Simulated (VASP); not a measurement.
Runs of VASP 6.6.1 on BN (zinc blende type). The structure is that of space group F-43m (No. 216), or close to it. The cells are those of the table. 

| level | cell | k mesh | smearing | grid for exact exchange (PRECFOCK) | screening parameter | gap on the mesh (eV) | pressure (GPa) |
| --- | --- | --- | --- | --- | --- | --- | --- |
| HSE06 | a = 2.550 Å, angles 60.0°, 2 atoms | 4 × 4 × 4 | fermi-dirac 0.05 eV | Normal | 0.2079 1/Å | 5.81 | (c) |
| PBE | a = 2.567 Å, angles 60.0°, 2 atoms | 8 × 8 × 8 | fermi-dirac 0.1 eV | - | - | 4.45 | -1.4 |
| r2SCAN | a = 2.567 Å, angles 60.0°, 2 atoms | 6 × 6 × 6 | fermi-dirac 0.02 eV | - | - | 4.96 | (b) |
| HSE06 | a = 2.496 Å, angles 60.0°, 2 atoms | 4 × 4 × 4 | fermi-dirac 0.05 eV | Normal | 0.2079 1/Å | (a) | 26.0 |
| PBE | a = 2.567 Å, angles 60.0°, 2 atoms | 6 × 6 × 6 | fermi-dirac 0.02 eV | - | - | 4.44 | -1.4 |

Alike in all rows: task single point; potentials or basis VASP PAW PBE potentials, release 64 (B, N); no spin polarisation; cutoff (eV) 520.

Q: Fill in the values left out.

A: (a) 5.89; (b) -5.3; (c) -2.2.

Caveats: some runs use coarse meshes; the PAW data sets were made with another functional, which shifts forces and pressure a little (some runs).

A k mesh can miss the band edges.
